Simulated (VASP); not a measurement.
# MnO (Fm-3m) in VASP: notebook

The runs below take MnO through elastic constants, band structure, with PBEsol, PBEsol+U.

All numbers are computed with VASP 6.6.1; they aren't measurements. Logs are shortened: lines on timing, memory, paths and dates and some standing lists are left out, and cuts for length are marked.

## Step 1: The cell of the first run

Symmetry: Fm-3m, No. 225, cubic system. Conventional cell: a = 4.448 Å, b = 4.448 Å, c = 4.448 Å, α = 90.00°, β = 90.00°, γ = 90.00°. Mn (site symmetry m-3m) has 6 O at 2.22 Å within 2.9 Å. Within 2.9 Å of O (site symmetry m-3m) lie 6 Mn at 2.22 Å.

## Step 2: Elastic constants, PBEsol, collinear spin, ferromagnetic start

The input, INCAR:

```
ALGO     = Normal         # electronic algorithm
EDIFF    = 1E-8           # SCF threshold, eV
ENCUT    = 600            # plane-wave cutoff, eV
GGA      = PS             # functional
IBRION   = 6              # ionic algorithm
ISIF     = 3              # what is computed and relaxed
ISMEAR   = -1             # smearing method
ISPIN    = 2              # spin polarisation
LASPH    = T              # aspherical terms in the spheres
LCHARG   = F              # write CHGCAR
LMAXMIX  = 4              # l up to which the mixer works
LORBIT   = 11             # projections on sites
LREAL    = F              # projectors in reciprocal space
LWAVE    = F              # write WAVECAR
MAGMOM   = 4 0            # initial moments
NBANDS   = 20             # bands
NELM     = 150            # most SCF steps
NFREE    = 2            
NSW      = 1              # ionic steps
POTIM    = 0.015          # step
PREC     = Accurate       # precision mode
SIGMA    = 0.05           # smearing width, eV
```

The input, KPOINTS:

```
k-points
0
Gamma
  10 10 10
```

The input, POSCAR:

```
MnO
1.0
    0.0000000000      2.2239077028      2.2239077028
    2.2239077028      0.0000000000      2.2239077028
    2.2239077028      2.2239077028      0.0000000000
Mn O
1 1
Direct
    0.0000000000      0.0000000000      0.0000000000
    0.5000000000      0.5000000000      0.5000000000
```

Potentials or basis: VASP PAW PBE potentials, release 64 (Mn_pv, O).

The run is started by

```bash
$ cat potpaw_PBE.64/Mn_pv/POTCAR potpaw_PBE.64/O/POTCAR > POTCAR
$ mpirun -np 1 vasp_std > vasp.out
```

OUTCAR:

```text
EDIFF = 1E-8
   ENCUT = 600
   GGA = PS
   IBRION = 6
   ISIF = 3
   ISMEAR = -1
   ISPIN = 2
   LASPH = T
   LORBIT = 11
   LREAL = F
   NELM = 150
   NFREE = 2
   NSW = 1
   POTIM = 0.015
   PREC = Accurate

 ion  position               nearest neighbor table
   1  0.000  0.000  0.000-   2 2.22   2 2.22   2 2.22   2 2.22   2 2.22   2 2.22
   2  0.500  0.500  0.500-   1 2.22   1 2.22   1 2.22   1 2.22   1 2.22   1 2.22

  LATTYP: Found a face centered cubic cell.
 ALAT       =     4.4478154056

  Lattice vectors:

 A1 = (   0.0000000000,   2.2239077028,   2.2239077028)
 A2 = (   2.2239077028,   0.0000000000,   2.2239077028)
 A3 = (   2.2239077028,   2.2239077028,   0.0000000000)

Analysis of symmetry for initial positions (statically):
=====================================================================
 Subroutine PRICEL returns:
 Original cell was already a primitive cell.

 Routine SETGRP: Setting up the symmetry group for a
 face centered cubic supercell.

 Subroutine GETGRP returns: Found 48 space group operations
 (whereof 48 operations were pure point group operations)
 out of a pool of 48 trial point group operations.

The static configuration has the point symmetry O_h .

Analysis of symmetry for dynamics (positions and initial velocities):
=====================================================================
 Subroutine PRICEL returns:
 Original cell was already a primitive cell.

 Routine SETGRP: Setting up the symmetry group for a
 face centered cubic supercell.

 Subroutine GETGRP returns: Found 48 space group operations
 (whereof 48 operations were pure point group operations)
 out of a pool of 48 trial point group operations.

The dynamic configuration has the point symmetry O_h .

Analysis of structural, dynamic, and magnetic symmetry:
=====================================================================
 Subroutine PRICEL returns:
 Original cell was already a primitive cell.

 Routine SETGRP: Setting up the symmetry group for a
 face centered cubic supercell.

 Subroutine GETGRP returns: Found 48 space group operations
 (whereof 48 operations were pure point group operations)
 out of a pool of 48 trial point group operations.

The overall configuration has the point symmetry O_h .

 Subroutine INISYM returns: Found 48 space group operations
 (whereof 48 operations are pure point group operations),
 and found     1 'primitive' translations

----------------------------------------------------------------------------------------

                                     Primitive cell

  volume of cell :      21.9979

  direct lattice vectors                    reciprocal lattice vectors
     0.000000000  2.223907703  2.223907703    -0.224829474  0.224829474  0.224829474
     2.223907703  0.000000000  2.223907703     0.224829474 -0.224829474  0.224829474
     2.223907703  2.223907703  0.000000000     0.224829474  0.224829474 -0.224829474

  length of vectors
     3.145080435  3.145080435  3.145080435     0.389416073  0.389416073  0.389416073

  position of ions in fractional coordinates (direct lattice)
     0.000000000  0.000000000  0.000000000
     0.500000000  0.500000000  0.500000000

  ion indices of the primitive-cell ions
   primitive index   ion index
                 1           1
                 2           2

----------------------------------------------------------------------------------------
[... 120 lines left out ...]

------------------------ aborting loop because EDIFF is reached ----------------------------------------

  FORCE on cell =-STRESS in cart. coord.  units (eV):
  Direction    XX          YY          ZZ          XY          YZ          ZX
  --------------------------------------------------------------------------------------
  -------------------------------------------------------------------------------------
  Total       -0.9685124     -0.9685124     -0.9685124      0.0000000      0.0000000      0.0000000
  in kB      -70.5400032    -70.5400032    -70.5400032      0.0000000      0.0000000      0.0000000
  external PRESSURE =     -70.5400032 kB  Pullay stress =       0.0000000 kB
[... 89 lines left out ...]
  FREE ENERGIE OF THE ION-ELECTRON SYSTEM (eV)
  ---------------------------------------------------
  free  energy   TOTEN  =       -17.2319341676 eV

  energy  without entropy=      -17.2220066106  energy(sigma->0) =      -17.22697039

[... ionic steps 4 to 14 ...]

--------------------------------------- Ionic step       15  -------------------------------------------

 number of electron      18.9999998 magnetization       4.7669805

------------------------ aborting loop because EDIFF is reached ----------------------------------------
[... 67 lines left out ...]
--------------------------------------- Ionic step       17  -------------------------------------------

 number of electron      18.9999998 magnetization       4.7669866

 Free energy of the ion-electron system (eV)
  ---------------------------------------------------
  ext. energy  EPLUGINS =         0.00000000
  ---------------------------------------------------
  free energy    TOTEN  =       -17.21780018 eV

  energy without entropy =      -17.20909851  energy(sigma->0) =      -17.21344934

 E-fermi :   7.3806     XC(G=0): -12.0949

 val. band max:        7.3656416013   @ k =  -0.2000   0.2000   0.0000
 cond. band min:       7.3825633471   @ k =   0.0000  -0.3000   0.1000
 fundamental gap:      0.0169217458
 Fermi energy:         7.3805690515

 spin component 1

 k-point     1 :       0.0000    0.0000    0.0000
  band No.  band energies     occupation
      1     -42.8154      1.00000
      2     -42.8153      1.00000
      3     -42.8153      1.00000
      4     -12.8345      1.00000
      5       3.5998      1.00000
      6       3.6016      1.00000
[... 541 lines left out ...]
     19      31.9155      0.00000
     20      33.6619      0.00000

 [... further k-points ...]

 spin component 2

 k-point     1 :       0.0000    0.0000    0.0000
  band No.  band energies     occupation
      1     -38.2105      1.00000
      2     -38.2104      1.00000
      3     -38.2104      1.00000
      4     -12.3599      1.00000
      5       4.0334      1.00000
      6       4.0346      1.00000
[... 572 lines left out ...]
  FREE ENERGIE OF THE ION-ELECTRON SYSTEM (eV)
  ---------------------------------------------------
  free  energy   TOTEN  =       -17.2178001802 eV

  energy  without entropy=      -17.2090985088  energy(sigma->0) =      -17.21344934

 INTERNAL STRAIN TENSORS FROM STRAINED CELLS
 ============================================

 INTERNAL STRAIN TENSOR FOR ION    1 for displacements in x,y,z  (eV/Angst):
          X           Y           Z          XY          YZ          ZX
  --------------------------------------------------------------------------------
  x     0.00000     0.00000    -0.00000     0.00000    -0.00000     0.00000
  y     0.00000    -0.00000     0.00000    -0.00000    -0.00000     0.00000
  z     0.00000     0.00000    -0.00000     0.00000    -0.00000     0.00000

 INTERNAL STRAIN TENSORS FROM DISPLACED ATOMS
 ============================================

 INTERNAL STRAIN TENSOR FOR ION    1 for displacements in x,y,z  (eV/Angst):
          X           Y           Z          XY          YZ          ZX
  --------------------------------------------------------------------------------
  x     0.00000     0.00000     0.00000     0.00000     0.00000     0.00000
  y     0.00000     0.00000     0.00000     0.00000     0.00000     0.00000
  z     0.00000     0.00000     0.00000     0.00000     0.00000     0.00000

 INTERNAL STRAIN TENSOR FOR ION    2 for displacements in x,y,z  (eV/Angst):
          X           Y           Z          XY          YZ          ZX
  --------------------------------------------------------------------------------
  x     0.00000     0.00000     0.00000     0.00000     0.00000     0.00000
  y     0.00000     0.00000     0.00000     0.00000     0.00000     0.00000
  z     0.00000     0.00000     0.00000     0.00000     0.00000     0.00000

 Eigenvectors and eigenvalues of the dynamical matrix
 ----------------------------------------------------

   1 f  =    8.027189 THz    50.436316 2PiTHz  267.758202 cm-1    33.197771 meV
             X         Y         Z           dx          dy          dz
      0.000000  0.000000  0.000000    -0.474515    0.000000   -0.000000
      2.223908  2.223908  2.223908     0.880247    0.000000   -0.000000
[... 21 lines left out ...]
   6 f/i=    0.003693 THz     0.023201 2PiTHz    0.123169 cm-1     0.015271 meV
             X         Y         Z           dx          dy          dz
      0.000000  0.000000  0.000000    -0.101050    0.777492    0.400162
      2.223908  2.223908  2.223908    -0.054473    0.419123    0.215716

--------------------------------------------------------------------------------------------------------

 ELASTIC MODULI CONTR FROM IONIC RELAXATION (kBar)
 Direction    XX          YY          ZZ          XY          YZ          ZX
 --------------------------------------------------------------------------------
 XX           0.0000      0.0000      0.0000      0.0000      0.0000      0.0000
 YY           0.0000      0.0000      0.0000      0.0000      0.0000      0.0000
 ZZ           0.0000      0.0000      0.0000      0.0000      0.0000      0.0000
 XY           0.0000      0.0000      0.0000      0.0000      0.0000      0.0000
 YZ           0.0000      0.0000      0.0000      0.0000      0.0000      0.0000
 ZX           0.0000      0.0000      0.0000      0.0000      0.0000      0.0000
 --------------------------------------------------------------------------------

 TOTAL ELASTIC MODULI (kBar)
 Direction    XX          YY          ZZ          XY          YZ          ZX
 --------------------------------------------------------------------------------
 XX         674.7330   1083.7290   1083.7290      0.0000      0.0000      0.0000
 YY        1083.7290    674.7330   1083.7290      0.0000      0.0000     -0.0000
 ZZ        1083.7290   1083.7290    674.7330      0.0000     -0.0000      0.0000
 XY           0.0000      0.0000      0.0000    641.8162      0.0000     -0.0000
 YZ           0.0000      0.0000     -0.0000      0.0000    641.8162      0.0000
 ZX           0.0000     -0.0000      0.0000     -0.0000      0.0000    641.8162
 --------------------------------------------------------------------------------

 total charge

# of ion       s       p       d       tot
------------------------------------------
    1        0.206   6.180   4.972  11.357
    2        1.553   3.393   0.000   4.946
--------------------------------------------------
tot          1.758   9.573   4.972  16.303

 magnetization (x)

# of ion       s       p       d       tot
------------------------------------------
    1        0.033   0.026   4.260   4.319
    2        0.030   0.170   0.000   0.199
--------------------------------------------------
tot          0.063   0.196   4.260   4.519
```

Run time: 18 min. Hardware: 1 thread of Intel Xeon 6975P-C (Granite Rapids), shared host; peak memory 0.53 GiB.

Results:

| Item | Value |
| --- | --- |
| Net moment | 4.77 μB per cell |
| Site moments | Mn +4.32; O +0.20 μB |
| Valence electrons inside the program's atomic spheres | Mn 11.36; O 4.95 |
| Elastic constants C11, C12, C44 | 67, 108, 64 GPa |
| Voigt bulk modulus | 95 GPa |
| Highest phonon frequency at Γ, LO-TO splitting left out | 268 cm⁻¹ |

Phonon frequencies in cm⁻¹ (negative: imaginary):
```tsv
q point	frequencies
(0.000, 0.000, 0.000)	0 0 0 268 268 268
```

Elastic tensor in Voigt notation (GPa, in the Cartesian axes of the cell as first typed):
```
 67 108 108   0   0   0
108  67 108   0   0   0
108 108  67   0   0   0
  0   0   0  64   0   0
  0   0   0   0  64   0
  0   0   0   0   0  64
```

Clamped-ion elastic tensor (GPa):
```
 67 108 108   0   0   0
108  67 108   0   0   0
108 108  67   0   0   0
  0   0   0  64   0   0
  0   0   0   0  64   0
  0   0   0   0   0  64
```

Caveat: the cell is under stress, which shifts elastic constants; the elastic tensor has a negative eigenvalue, so either the cell is unstable as it stands or the mesh is too thin; the PAW data sets were made with another functional, which shifts forces and pressure a little; a cell with one magnetic atom can't hold antiferromagnetic order, which such compounds often take.

## Step 3: Band structure, PBEsol+U, collinear spin, ferromagnetic start

The input, INCAR:

```
  ALGO = Normal
  EDIFF = 1E-7
  EFERMI = MIDGAP
  ENCUT = 640
  GGA = PS
  GGA_COMPAT = False
  ISMEAR = 0
  ISPIN = 2
  LASPH = True
  LCHARG = False
  LDAU = True
  LDAUJ = 0 0
  LDAUL = 2 -1
  LDAUTYPE = 2
  LDAUU = 6 0
  LMAXMIX = 4
  LORBIT = 11
  LREAL = False
  LWAVE = False
  MAGMOM = 4 0
  NBANDS = 25
  NELM = 200
  PREC = Accurate
  SIGMA = 0.03
```

The input, KPOINTS:

```
Automatic mesh
0
Gamma
  11 11 11
  0 0 0
```

The input, KPOINTS_OPT:

```
path GXWKGLUWLK,UX
32
line-mode
reciprocal
 0.0000000000  0.0000000000  0.0000000000  G
 0.5000000000  0.0000000000  0.5000000000  X

 0.5000000000  0.0000000000  0.5000000000  X
 0.5000000000  0.2500000000  0.7500000000  W

 0.5000000000  0.2500000000  0.7500000000  W
 0.3750000000  0.3750000000  0.7500000000  K

 0.3750000000  0.3750000000  0.7500000000  K
 0.0000000000  0.0000000000  0.0000000000  G

 0.0000000000  0.0000000000  0.0000000000  G
 0.5000000000  0.5000000000  0.5000000000  L

 0.5000000000  0.5000000000  0.5000000000  L
 0.6250000000  0.2500000000  0.6250000000  U

 0.6250000000  0.2500000000  0.6250000000  U
 0.5000000000  0.2500000000  0.7500000000  W

 0.5000000000  0.2500000000  0.7500000000  W
 0.5000000000  0.5000000000  0.5000000000  L

 0.5000000000  0.5000000000  0.5000000000  L
 0.3750000000  0.3750000000  0.7500000000  K

 0.6250000000  0.2500000000  0.6250000000  U
 0.5000000000  0.0000000000  0.5000000000  X
```

POSCAR is that of step 2.

Potentials or basis: VASP PAW PBE potentials, release 64 (Mn_pv, O).

The run is started by

```bash
$ cat potpaw_PBE.64/Mn_pv/POTCAR potpaw_PBE.64/O/POTCAR > POTCAR
$ mpirun -np 1 vasp_std > vasp.out
```

It took 16 min on 1 thread of AMD EPYC, shared host; peak memory 0.24 GiB.

The run converged. Its results:

| Property | Result |
| --- | --- |
| Free energy | -15.8475 eV |
| Pressure | 1.9 GPa |
| Band gap on the k mesh | 0.54 eV (least direct gap 2.59 eV) |
| Band gap along the path | 0.50 eV (least direct gap 2.59 eV) |
| Net moment | 5.00 μB per cell |
| Site moments | Mn +4.67; O +0.11 μB |
| Valence electrons inside the program's atomic spheres | Mn 11.36; O 4.99 |

Caveat: the PAW data sets were made with another functional, which shifts forces and pressure a little; a cell with one magnetic atom can't hold antiferromagnetic order, which such compounds often take. The state reached can hang on the start; a lower one may exist.
